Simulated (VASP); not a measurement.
Crystal: RhCl4.

```
Rh Cl
1.0
    -2.51515    2.51515    4.75551
     2.51515   -2.51515    4.75551
     2.51515    2.51515   -4.75551
Rh Cl
1 4
Direct
  0.00000 0.00000 0.00000
  0.24500 0.24500 0.00000
  0.75500 0.75500 0.00000
  0.50000 0.00000 0.50000
  0.00000 0.50000 0.50000
```

The cell was built from a structure type or drawn by symmetry, and may not be a known phase.

```yaml
Program: VASP 6.6.1
Task: relaxation of cell and atoms
Functional: PBE
Potentials_or_basis: VASP PAW PBE potentials, release 64 (Rh_pv, Cl)
Cutoff: 600 eV
k_mesh: 3 × 3 × 3
Occupations: gaussian, width 0.15 eV
Spin: collinear spin, ferromagnetic start
Starting_moments: "[1.0, 0.0, 0.0, 0.0, 0.0] μB"
```

At the start: pressure -4.0 GPa; volume 24.07 Å³/atom.

Question: How do energy, volume and symmetry change on relaxing?

Answer: Over 13 steps the energy falls by 48.4 meV/atom and the volume is 26.37 Å³/atom (+9.6 %); space group I4/mmm (No. 139, to 0.1 Å) before and after; moment 2.11 μB per cell.

Step by step:
| step | energy change (eV) | largest force (eV/Å) | pressure (GPa) | volume (Å³) |
| --- | --- | --- | --- | --- |
| 1 | 0.0000 | 1.1157 | -4.00 | 120.33 |
| 2 | -0.1004 | 0.6662 | 2.30 | 110.17 |
| 3 | -0.1417 | 0.0781 | -0.23 | 113.48 |
| 4 | -0.1574 | 0.1325 | -0.04 | 112.61 |
| 5 | -0.1656 | 0.2024 | 0.32 | 111.57 |
| 6 | -0.1657 | 0.2128 | 0.41 | 111.39 |
| 7 | -0.1732 | 0.1929 | 0.36 | 112.11 |
| 8 | -0.1915 | 0.1286 | 0.26 | 114.27 |
| 9 | -0.2160 | 0.0277 | 0.56 | 118.59 |
| 10 | -0.2292 | 0.3748 | 1.17 | 127.28 |
| 11 | -0.2336 | 0.3036 | 0.91 | 128.14 |
| 12 | -0.2412 | 0.0989 | 0.26 | 130.73 |
| 13 | -0.2419 | 0.0174 | 0.00 | 131.84 |

Final structure:
```
Rh Cl
1.0
    -2.44768    2.44768    5.50128
     2.44768   -2.44768    5.50128
     2.44768    2.44768   -5.50128
Rh Cl
1 4
Direct
  0.00000 0.00000 0.00000
  0.20345 0.20345 0.00000
  0.79655 0.79655 0.00000
  0.50000 0.00000 0.50000
  0.00000 0.50000 0.50000
```

Caveat: the k points lie up to 0.47 Å⁻¹ apart in the final cell.
